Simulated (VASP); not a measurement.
Input of a VASP 6.6.1 run:

Contents of INCAR:

```
SYSTEM = CoO
ALGO = Normal ; EDIFF = 1E-6
ENCUT = 520 ; GGA = PE
ISIF = 2 ; ISMEAR = -1
ISPIN = 2 ; LASPH = .TRUE.
LCHARG = .TRUE. ; LELF = .TRUE.
LMAXMIX = 4 ; LORBIT = 11
LREAL = .FALSE. ; LVHAR = .TRUE.
LWAVE = .FALSE. ; MAGMOM = 2.7 0.34
NBANDS = 18 ; NELM = 150
PREC = Accurate ; SIGMA = 0.1
```

The input KPOINTS:

```
k-points
0
G
  20 20 20
  0 0 0
```

The input POSCAR:

```
CoO
1.0
   -1.5015669741      1.5015669741      2.1227140487
    1.5015669741     -1.5015669741      2.1227140487
    1.5015669741      1.5015669741     -2.1227140487
Co O
1 1
Direct
    0.0000000000      0.0000000000      0.0000000000
    0.5000000000      0.5000000000      0.0000000000
```

Potentials or basis: VASP PAW PBE potentials, release 64 (Co, O).

Command:

```sh
$ cat potpaw_PBE.64/Co/POTCAR potpaw_PBE.64/O/POTCAR > POTCAR
$ mpirun -np 1 vasp_std > vasp.out
```

Problem. Predict the pressure.

Solution. -0.6 GPa.

Problem. Predict the site moments.

Solution. Co +2.49; O +0.27 μB.

Problem. What does it give for the net moment?

Solution. 2.81 μB per cell.

Caveat: a cell with one magnetic atom can't hold antiferromagnetic order, which such compounds often take.
